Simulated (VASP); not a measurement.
Input of a VASP 6.6.1 run:

Contents of INCAR:

```
PREC = Accurate ; ENCUT = 520
EDIFF = 1E-7 ; ISMEAR = 0
SIGMA = 0.1 ; LREAL = F
LASPH = T ; NELM = 60
ALGO = Fast ; ISIF = 2
LWAVE = F ; LCHARG = T
GGA = PE ; LELF = T
LVHAR = T ; NBANDS = 18
```

The input KPOINTS:

```
Automatic mesh
0
Gamma
  18 18 12
```

File POSCAR:

```
Au
1.0
    2.1413165217      2.1413165217      0.0000000000
   -2.1413165217      2.1413165217      0.0000000000
    0.0000000000      0.0000000000      3.9454306503
Au
2
Direct
    0.0000000000      0.0000000000      0.0000000000
    0.5000000000      0.5000000000      0.5000000000
```

Potentials or basis: VASP PAW PBE potentials, release 64 (Au).

The run is started by

```bash
$ cat potpaw_PBE.64/Au/POTCAR > POTCAR
$ mpirun -np 1 vasp_std > vasp.out
```

Estimate the pressure.

-1.0 GPa.

Predict the band gap on the k mesh.

zero (band 11 reaches 12.51 eV, above the bottom of band 12 at 5.79 eV).

Stress tensor (GPa, compression positive):
```
-1.42  0.00  0.00
 0.00 -1.42  0.00
 0.00  0.00 -0.24
```

Caveat: the cell differs from its parent crystal (biaxial strain in the a-b plane: +3.0 %, then relaxed in part); spin-orbit coupling is left out, which moves the levels of the heavy elements.
